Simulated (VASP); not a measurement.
# NaF (I4/mmm) in VASP: a series of runs, part 2 of 2

VASP 6.6.1. Earlier steps stand in the parts before.

### 4 Single point, r2SCAN (in-plane strain -0.01, then relaxed in part)

Contents of POSCAR:

```
NaF
1.0
    2.2741008377      2.2741008377      0.0000000000
   -2.2741008377      2.2741008377      0.0000000000
    0.0000000000      2.2741008377      2.3060492409
Na F
1 1
Direct
    0.0000000000      0.0000000000      0.0000000000
    0.5000000000      0.5000000000      0.0000000000
```

Contents of INCAR.step1:

```
PREC = Accurate ; ENCUT = 520
ISMEAR = 0 ; SIGMA = 0.01
LREAL = False ; LASPH = True
NELM = 80 ; NBANDS = 14
GGA = PE ; ALGO = Normal
EDIFF = 1E-4 ; LWAVE = True
LCHARG = False
```

Contents of INCAR.step2:

```
PREC = Accurate ; ENCUT = 520
EDIFF = 1E-6 ; ISMEAR = 0
SIGMA = 0.01 ; LREAL = False
LASPH = True ; NELM = 80
ALGO = Normal ; ISIF = 2
LWAVE = False ; LCHARG = False
METAGGA = R2SCAN ; LMIXTAU = True
NBANDS = 14 ; ISTART = 1
```

Contents of KPOINTS:

```
Automatic mesh
0
Gamma
  8 8 8
```

Potentials or basis: VASP PAW PBE potentials, release 64 (Na_pv, F).

Started as:

```sh
cat potpaw_PBE.64/Na_pv/POTCAR potpaw_PBE.64/F/POTCAR > POTCAR
cp INCAR.step1 INCAR
mpirun -np 1 vasp_std > vasp.out
cp INCAR.step2 INCAR
mpirun -np 1 vasp_std > vasp.out
```

OUTCAR:

```text
PREC = Accurate
   ENCUT = 520
   EDIFF = 1E-6
   ISMEAR = 0
   LREAL = False
   LASPH = True
   NELM = 80
   ISIF = 2
   METAGGA = R2SCAN
   ISTART = 1

 ion  position               nearest neighbor table
   1  0.000  0.000  0.000-   2 2.27   2 2.27   2 2.27   2 2.27   2 2.31   2 2.31
   2  0.500  0.500  0.000-   1 2.27   1 2.27   1 2.27   1 2.27   1 2.31   1 2.31

  LATTYP: Found a body centered tetragonal cell.
 ALAT       =     3.2160642469
 C/A-ratio  =     1.4340815754

  Lattice vectors:

 A1 = (   2.2741008377,   0.0000000000,  -2.3060492409)
 A2 = (  -2.2741008377,   0.0000000000,  -2.3060492409)
 A3 = (   0.0000000000,   2.2741008377,   2.3060492409)

Analysis of symmetry for initial positions (statically):
=====================================================================
 Subroutine PRICEL returns:
 Original cell was already a primitive cell.

 Routine SETGRP: Setting up the symmetry group for a
 body centered tetragonal supercell.

 Subroutine GETGRP returns: Found 16 space group operations
 (whereof 16 operations were pure point group operations)
 out of a pool of 16 trial point group operations.

The static configuration has the point symmetry D_4h.

Analysis of symmetry for dynamics (positions and initial velocities):
=====================================================================
 Subroutine PRICEL returns:
 Original cell was already a primitive cell.

 Routine SETGRP: Setting up the symmetry group for a
 body centered tetragonal supercell.

 Subroutine GETGRP returns: Found 16 space group operations
 (whereof 16 operations were pure point group operations)
 out of a pool of 16 trial point group operations.

The dynamic configuration has the point symmetry D_4h.

 Subroutine INISYM returns: Found 16 space group operations
 (whereof 16 operations are pure point group operations),
 and found     1 'primitive' translations

----------------------------------------------------------------------------------------

                                     Primitive cell

  volume of cell :      23.8516

  direct lattice vectors                    reciprocal lattice vectors
     2.274100838  2.274100838  0.000000000     0.219867119  0.219867119 -0.216821042
    -2.274100838  2.274100838  0.000000000    -0.219867119  0.219867119 -0.216821042
     0.000000000  2.274100838  2.306049241     0.000000000  0.000000000  0.433642085

  length of vectors
     3.216064247  3.216064247  3.238733969     0.379070527  0.379070527  0.433642085

  position of ions in fractional coordinates (direct lattice)
     0.000000000  0.000000000  0.000000000
     0.500000000  0.500000000  0.000000000

  ion indices of the primitive-cell ions
   primitive index   ion index
                 1           1
                 2           2

----------------------------------------------------------------------------------------

 KPOINTS: Automatic mesh

Automatic generation of k-mesh.
 Grid dimensions read from file:
 generate k-points for:    8    8    8

 Generating k-lattice:

  Cartesian coordinates                     Fractional coordinates (reciprocal lattice)
     0.027483390  0.027483390 -0.027102630     0.125000000  0.000000000  0.000000000
    -0.027483390  0.027483390 -0.027102630     0.000000000  0.125000000  0.000000000
     0.000000000  0.000000000  0.054205261     0.000000000  0.000000000  0.125000000

  Length of vectors
     0.047383816  0.047383816  0.054205261

  Shift w.r.t. Gamma in fractional coordinates (k-lattice)
     0.000000000  0.000000000  0.000000000

 Subroutine IBZKPT returns following result:
 ===========================================

 Found     59 irreducible k-points:

 Following reciprocal coordinates:
            Coordinates               Weight
  0.000000  0.000000  0.000000      1.000000
  0.125000  0.000000  0.000000      8.000000
  0.250000  0.000000  0.000000      8.000000
  0.375000  0.000000  0.000000      8.000000
  0.500000  0.000000  0.000000      4.000000
  0.125000  0.125000  0.000000      8.000000
[... 16 lines left out ...]
  0.250000  0.000000  0.125000      4.000000
  0.375000  0.000000  0.125000      8.000000
 [... further k-points ...]
   k-points           NKPTS =     59   k-points in BZ     NKDIM =     59   number of bands    NBANDS=     14
   number of dos      NEDOS =    301   number of ions     NIONS =      2
   total plane-waves  NPLWV =  13824
   dimension x,y,z NGX =    24 NGY =   24 NGZ =   24
   dimension x,y,z NGXF=    48 NGYF=   48 NGZF=   48
   ions per type =               1   1
   NGX,Y,Z   is equivalent  to a cutoff of  12.41, 12.41, 12.32 a.u.
   NGXF,Y,Z  is equivalent  to a cutoff of  24.81, 24.81, 24.64 a.u.
 SYSTEM =  unknown system
   PREC   = accura    normal or accurate (medium, high low for compatibility)
   ISTART =      1    job   : 0-new  1-cont  2-samecut
   ICHARG =      0    charge: 1-file 2-atom 10-const
   ISPIN  =      1    spin polarized calculation?
   LNONCOLLINEAR =      F non collinear calculations
   LSORBIT =      F    spin-orbit coupling
   LASPH  =      T    aspherical Exc in radial PAW
   ENCUT  =  520.0 eV  38.22 Ry    6.18 a.u.   5.98  5.98  6.02*2*pi/ulx,y,z
   NELM   =     80;   NELMIN=  2; NELMDL=  0     # of ELM steps
   EDIFF  = 0.1E-05   stopping-criterion for ELM
   LREAL  =      F    real-space projection
   EDIFFG = 0.1E-04   stopping-criterion for IOM
   NSW    =      0    number of steps for IOM
   IBRION =     -1    ionic relax: 0-MD 1-quasi-New 2-CG
   NFREE  =      0    steps in history (QN), initial steepest desc. (CG)
   ISIF   =      2    stress and relaxation
   ISYM   =      2    0-nonsym 1-usesym 2-fastsym
   POTIM  = 0.5000    time-step for ionic-motion
   TEBEG  =    0.0;   TEEND  =   0.0 temperature during run
   PSTRESS=    0.0 pullay stress
   NELECT =      14.0000    total number of electrons
   NUPDOWN=      -1.0000    fix difference up-down
   EMIN   =  10.00;   EMAX   =-10.00  energy-range for DOS
   EFERMI =   0.00;   METHOD = LEGACY
   ISMEAR =     0;   SIGMA  =   0.01  broadening in eV -4-tet -1-fermi 0-gaus
   EFERMI_NEDOS =   21; number of points for ismear=-14 and -15
   IALGO  =     38    algorithm
   IMIX   =      4    mixing-type and parameters
     AMIX     =   0.40;   BMIX     =  1.00
     AMIX_MAG =   1.60;   BMIX_MAG =  1.00
  volume/ion in A,a.u.               =      11.93        80.48
  Fermi-wavevector in a.u.,A,eV,Ry     =   1.370708  2.590262 25.563163  1.878839
  Thomas-Fermi vector in A             =   2.496470
   LORBIT       =      0    0 simple, 1 ext, 2 COOP (PROOUT), +10 PAW based schemes
   METAGGA = R2SCAN    functional components
   LHFCALC =     F    Hartree Fock is set to
   AEXX    =    0.0000 exact exchange contribution
   IVDW    =     0    specifies the selected vdW correction
   LEPSILON=     F    determine dielectric tensor
   LRPA    =     F    only Hartree local field effects (RPA)
 non-spin polarized calculation
 Gauss-broadening in eV      SIGMA  =   0.01
  energy-cutoff  :      520.00
  volume of cell :       23.85
 maximum number of plane-waves:       652
   NGX = 11   NGY = 11   NGZ = 13

 number of electron      13.9999997 magnetization

 Free energy of the ion-electron system (eV)
  ---------------------------------------------------
  ext. energy  EPLUGINS =         0.00000000
  ---------------------------------------------------
  free energy    TOTEN  =       -12.60262168 eV

  energy without entropy =      -12.60262168  energy(sigma->0) =      -12.60262168

 E-fermi :  -2.4836     XC(G=0):  -9.9985

 val. band max:       -2.5416370708   @ k =   0.0000   0.0000   0.0000
 cond. band min:       4.8748424426   @ k =   0.0000   0.0000   0.0000
 fundamental gap:      7.4164795134
 Fermi energy:        -2.4836322666

 k-point     1 :       0.0000    0.0000    0.0000
  band No.  band energies     occupation
      1     -22.9101      2.00000
      2     -21.9175      2.00000
      3     -21.9136      2.00000
      4     -21.9135      2.00000
      5      -2.5440      2.00000
      6      -2.5417      2.00000
      7      -2.5416      2.00000
      8       4.8748      0.00000
      9      17.4836      0.00000
     10      17.5831      0.00000
     11      17.5837      0.00000
     12      20.3052      0.00000
     13      22.7433      0.00000
     14      23.1632      0.00000
[... 375 lines left out ...]
 k-point    24 :       0.3750    0.0000    0.1250
  band No.  band energies     occupation
      1     -23.1735      2.00000
      2     -21.9484      2.00000
      3     -21.9166      2.00000
      4     -21.5371      2.00000
      5      -3.6720      2.00000
      6      -2.8521      2.00000
      7      -2.7368      2.00000
      8       7.6863      0.00000
      9      12.9740      0.00000
     10      17.6798      0.00000
     11      19.5377      0.00000
     12      20.9030      0.00000
     13      21.8754      0.00000
     14      25.0410      0.00000

 [... further k-points ...]
[... 5 lines left out ...]
  --------------------------------------------------------------------------------------
  -------------------------------------------------------------------------------------
  Total        0.0978864      0.0978864     -0.1235517      0.0000000      0.0000000      0.0000000
  in kB        6.5752931      6.5752931     -8.2992939      0.0000000      0.0000000      0.0000000
  external PRESSURE =       1.6170974 kB  Pullay stress =       0.0000000 kB

 VOLUME and BASIS-vectors are now :
 -----------------------------------------------------------------------------
  energy-cutoff  :      520.00
  volume of cell :       23.85
      direct lattice vectors                 reciprocal lattice vectors
     2.274100838  2.274100838  0.000000000     0.219867119  0.219867119 -0.216821042
    -2.274100838  2.274100838  0.000000000    -0.219867119  0.219867119 -0.216821042
     0.000000000  2.274100838  2.306049241     0.000000000  0.000000000  0.433642085

 POSITION                                       TOTAL-FORCE (eV/Angst)
 -----------------------------------------------------------------------------------
      0.00000      0.00000      0.00000         0.000000     -0.000000      0.000000
      0.00000      2.27410      0.00000        -0.000000      0.000000      0.000000
 -----------------------------------------------------------------------------------
    total drift:                                0.000000     -0.000000     -0.000000

  FREE ENERGIE OF THE ION-ELECTRON SYSTEM (eV)
  ---------------------------------------------------
  free  energy   TOTEN  =       -12.6026216794 eV

  energy  without entropy=      -12.6026216794  energy(sigma->0) =      -12.60262168
```

Run time: 70 s. Hardware: 1 thread of AMD EPYC 7R43 (Zen 3), shared host; peak memory 0.11 GiB.

What came out:

| Quantity | Value |
| --- | --- |
| Free energy | -12.6026 eV |
| Pressure | 0.2 GPa |
| Band gap on the k mesh | 7.42 eV |

Caveat: the cell differs from its parent crystal (in-plane strain -0.01, then relaxed in part); the PAW data sets were made with another functional, which shifts forces and pressure a little.

### 5 Single point, r2SCAN (in-plane strain -0.01)

Changes to POSCAR since step 4:

```diff
@@ -4,3 +4,3 @@
    -2.2741008377      2.2741008377      0.0000000000
-    0.0000000000      2.2741008377      2.3060492409
+    0.0000000000      2.2741008377      2.3108539826
 Na F
```

Contents of INCAR.step1:

```
SYSTEM = NaF
PREC = Accurate
ENCUT = 520
ISMEAR = 0
SIGMA = 0.01
LREAL = .FALSE.
LASPH = .TRUE.
NELM = 100
NBANDS = 14
GGA = PE
ALGO = Normal
EDIFF = 1E-4
LWAVE = .TRUE.
LCHARG = .FALSE.
```

Contents of INCAR.step2:

```
SYSTEM = NaF
PREC = Accurate
ENCUT = 520
EDIFF = 1E-7
ISMEAR = 0
SIGMA = 0.01
LREAL = .FALSE.
LASPH = .TRUE.
NELM = 100
ALGO = Normal
ISIF = 2
LWAVE = .FALSE.
LCHARG = .FALSE.
METAGGA = R2SCAN
LMIXTAU = .TRUE.
NBANDS = 14
ISTART = 1
```

Contents of KPOINTS:

```
Automatic mesh
0
G
  8 8 8
  0 0 0
```

Potentials or basis: VASP PAW PBE potentials, release 64 (Na_pv, F).

Started as:

```sh
cat potpaw_PBE.64/Na_pv/POTCAR potpaw_PBE.64/F/POTCAR > POTCAR
cp INCAR.step1 INCAR
mpirun -np 1 vasp_std > vasp.out
cp INCAR.step2 INCAR
mpirun -np 1 vasp_std > vasp.out
```

OUTCAR:

```text
SYSTEM = NaF
   PREC = Accurate
   ENCUT = 520
   EDIFF = 1E-7
   ISMEAR = 0
   LREAL = .FALSE.
   LASPH = .TRUE.
   NELM = 100
   ISIF = 2
   METAGGA = R2SCAN
   ISTART = 1

 ion  position               nearest neighbor table
   1  0.000  0.000  0.000-   2 2.27   2 2.27   2 2.27   2 2.27   2 2.31   2 2.31
   2  0.500  0.500  0.000-   1 2.27   1 2.27   1 2.27   1 2.27   1 2.31   1 2.31

  LATTYP: Found a body centered tetragonal cell.
 ALAT       =     3.2160642469
 C/A-ratio  =     1.4370695392

  Lattice vectors:

 A1 = (   2.2741008377,   0.0000000000,  -2.3108539826)
 A2 = (  -2.2741008377,   0.0000000000,  -2.3108539826)
 A3 = (   0.0000000000,   2.2741008377,   2.3108539826)

Analysis of symmetry for initial positions (statically):
=====================================================================
 Subroutine PRICEL returns:
 Original cell was already a primitive cell.

 Routine SETGRP: Setting up the symmetry group for a
 body centered tetragonal supercell.

 Subroutine GETGRP returns: Found 16 space group operations
 (whereof 16 operations were pure point group operations)
 out of a pool of 16 trial point group operations.

The static configuration has the point symmetry D_4h.

Analysis of symmetry for dynamics (positions and initial velocities):
=====================================================================
 Subroutine PRICEL returns:
 Original cell was already a primitive cell.

 Routine SETGRP: Setting up the symmetry group for a
 body centered tetragonal supercell.

 Subroutine GETGRP returns: Found 16 space group operations
 (whereof 16 operations were pure point group operations)
 out of a pool of 16 trial point group operations.

The dynamic configuration has the point symmetry D_4h.

 Subroutine INISYM returns: Found 16 space group operations
 (whereof 16 operations are pure point group operations),
 and found     1 'primitive' translations

----------------------------------------------------------------------------------------

                                     Primitive cell
[... 116 lines left out ...]
   METAGGA = R2SCAN    functional components
   LHFCALC =     F    Hartree Fock is set to
   AEXX    =    0.0000 exact exchange contribution
   IVDW    =     0    specifies the selected vdW correction
   LEPSILON=     F    determine dielectric tensor
   LRPA    =     F    only Hartree local field effects (RPA)
 non-spin polarized calculation
 Gauss-broadening in eV      SIGMA  =   0.01
  energy-cutoff  :      520.00
  volume of cell :       23.90
 maximum number of plane-waves:       660
   NGX = 11   NGY = 11   NGZ = 13

 number of electron      13.9999996 magnetization

 Free energy of the ion-electron system (eV)
  ---------------------------------------------------
  ext. energy  EPLUGINS =         0.00000000
  ---------------------------------------------------
  free energy    TOTEN  =       -12.60237906 eV

  energy without entropy =      -12.60237906  energy(sigma->0) =      -12.60237906

 E-fermi :  -2.4998     XC(G=0):  -9.9873

 val. band max:       -2.5509992766   @ k =   0.0000   0.0000   0.0000
 cond. band min:       4.8521330515   @ k =   0.0000   0.0000   0.0000
 fundamental gap:      7.4031323281
 Fermi energy:        -2.4998054142

 k-point     1 :       0.0000    0.0000    0.0000
  band No.  band energies     occupation
      1     -22.9159      2.00000
      2     -21.9327      2.00000
      3     -21.9283      2.00000
      4     -21.9282      2.00000
      5      -2.5537      2.00000
      6      -2.5510      2.00000
      7      -2.5510      2.00000
      8       4.8521      0.00000
      9      17.4489      0.00000
     10      17.5633      0.00000
     11      17.5640      0.00000
     12      20.2749      0.00000
     13      22.6809      0.00000
     14      23.1628      0.00000
[... 377 lines left out ...]
      1     -23.1814      2.00000
      2     -21.9634      2.00000
      3     -21.9311      2.00000
      4     -21.5501      2.00000
      5      -3.6798      2.00000
      6      -2.8612      2.00000
      7      -2.7449      2.00000
      8       7.6619      0.00000
      9      12.9428      0.00000
     10      17.6423      0.00000
     11      19.5196      0.00000
     12      20.8891      0.00000
     13      21.8351      0.00000
     14      24.9854      0.00000

 [... further k-points ...]
[... 5 lines left out ...]
  --------------------------------------------------------------------------------------
  -------------------------------------------------------------------------------------
  Total        0.0836526      0.0836526     -0.1632928      0.0000000     -0.0000000      0.0000000
  in kB        5.6074872      5.6074872    -10.9460054      0.0000000     -0.0000000      0.0000000
  external PRESSURE =       0.0896564 kB  Pullay stress =       0.0000000 kB

 VOLUME and BASIS-vectors are now :
 -----------------------------------------------------------------------------
  energy-cutoff  :      520.00
  volume of cell :       23.90
      direct lattice vectors                 reciprocal lattice vectors
     2.274100838  2.274100838  0.000000000     0.219867119  0.219867119 -0.216370227
    -2.274100838  2.274100838  0.000000000    -0.219867119  0.219867119 -0.216370227
     0.000000000  2.274100838  2.310853983     0.000000000  0.000000000  0.432740453

 POSITION                                       TOTAL-FORCE (eV/Angst)
 -----------------------------------------------------------------------------------
      0.00000      0.00000      0.00000        -0.000000     -0.000000      0.000000
      0.00000      2.27410      0.00000         0.000000      0.000000      0.000000
 -----------------------------------------------------------------------------------
    total drift:                                0.000000     -0.000000     -0.000000

  FREE ENERGIE OF THE ION-ELECTRON SYSTEM (eV)
  ---------------------------------------------------
  free  energy   TOTEN  =       -12.6023790642 eV

  energy  without entropy=      -12.6023790642  energy(sigma->0) =      -12.60237906
```

OUTCAR.step1:

```text
SYSTEM = NaF
   PREC = Accurate
   ENCUT = 520
   ISMEAR = 0
   LREAL = .FALSE.
   LASPH = .TRUE.
[... 630 lines left out ...]
      0.00000      0.00000      0.00000        -0.000000      0.000000      0.000000
      0.00000      2.27410      0.00000         0.000000     -0.000000      0.000000
 -----------------------------------------------------------------------------------
    total drift:                                0.000000     -0.000000     -0.000000

  FREE ENERGIE OF THE ION-ELECTRON SYSTEM (eV)
  ---------------------------------------------------
  free  energy   TOTEN  =        -8.5391378186 eV

  energy  without entropy=       -8.5391378186  energy(sigma->0) =       -8.53913782
```

Run time: 87 s. Hardware: 1 thread of AMD EPYC 7R43 (Zen 3), shared host; peak memory 0.11 GiB.

What came out:

| Quantity | Value |
| --- | --- |
| Free energy | -12.6024 eV |
| Pressure | 0.0 GPa |
| Band gap on the k mesh | 7.40 eV |

Caveat: the cell differs from its parent crystal (in-plane strain -0.01); the PAW data sets were made with another functional, which shifts forces and pressure a little.

### 6 The runs side by side

```tsv
cell	gap on the mesh (eV)	pressure (GPa)
a = 3.184, b = 3.184, c = 3.229 Å, angles 60.5, 60.5, 90.0°, 2 atoms	7.51	1.3
a = 3.184, b = 3.184, c = 3.236 Å, angles 60.5, 60.5, 90.0°, 2 atoms	7.48	1.1
a = 3.216, b = 3.216, c = 3.239 Å, angles 60.2, 60.2, 90.0°, 2 atoms	7.42	0.2
a = 3.216, b = 3.216, c = 3.242 Å, angles 60.3, 60.3, 90.0°, 2 atoms	7.40	0.0
```

Alike in all rows: task single point; level r2SCAN; potentials or basis VASP PAW PBE potentials, release 64 (Na_pv, F); no spin polarisation; k mesh 8 × 8 × 8; cutoff (eV) 520; smearing gaussian 0.01 eV.

Caveats: the PAW data sets were made with another functional, which shifts forces and pressure a little.

Total energies depend on the potentials used, so only differences within one code and one set of settings carry meaning.
